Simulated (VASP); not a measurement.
Li: single point with LDA

The system is Li.

```
Li
1.0
     1.55050    0.89518    7.51242
    -1.55050    0.89518    7.51242
     0.00000   -1.79036    7.51242
Li
3
Direct
  0.00000 0.00000 0.00000
  0.22200 0.22200 0.22200
  0.77800 0.77800 0.77800
```

This cell differs from its parent crystal: zz strain of -1 %.

```
Program                : VASP 6.6.1
Task                   : single point
Functional             : LDA
Potentials or basis    : VASP PAW LDA potentials, release 64 (Li_sv)
Cutoff                 : 520 eV
k mesh                 : 12 × 12 × 12
Occupations            : fermi-dirac, width 0.08 eV
Spin                   : no spin polarisation
Dipole correction      : no
Further INCAR settings : ALGO = Normal; EDIFF = 1e-07; NBANDS = 12
```

```json
{
  "Largest force": "0.009 eV/Å"
}
```

Forces in eV/Å, atoms in the order of the input:
```
Li   0.000  0.000  0.000
Li   0.000  0.000  0.009
Li   0.000  0.000 -0.009
```

Levels at points of the mesh, in eV from the Fermi level:
| k point | band 3 | band 4 | band 5 | band 6 | band 7 | band 8 |
| --- | --- | --- | --- | --- | --- | --- |
| (0.00, 0.00, 0.00) | -45.65 | -3.45 | -1.51 | -1.51 | 5.69 | 5.72 |
| (0.50, 0.00, 0.00) | -45.64 | -0.06 | 0.81 | 1.02 | 3.68 | 3.79 |
| (0.50, 0.50, 0.00) | -45.64 | 0.23 | 0.31 | 1.13 | 3.16 | 4.34 |
| (0.50, 0.50, 0.50) | -45.65 | -2.96 | -2.95 | 0.06 | 2.97 | 10.42 |

Wall time 3.9 min on 1 thread of Intel(R) Xeon(R) 6975P-C (Granite Rapids), on a shared host, peak memory 0.38 GiB.

Caveat: the cell differs from its parent crystal (zz strain of -1 %).
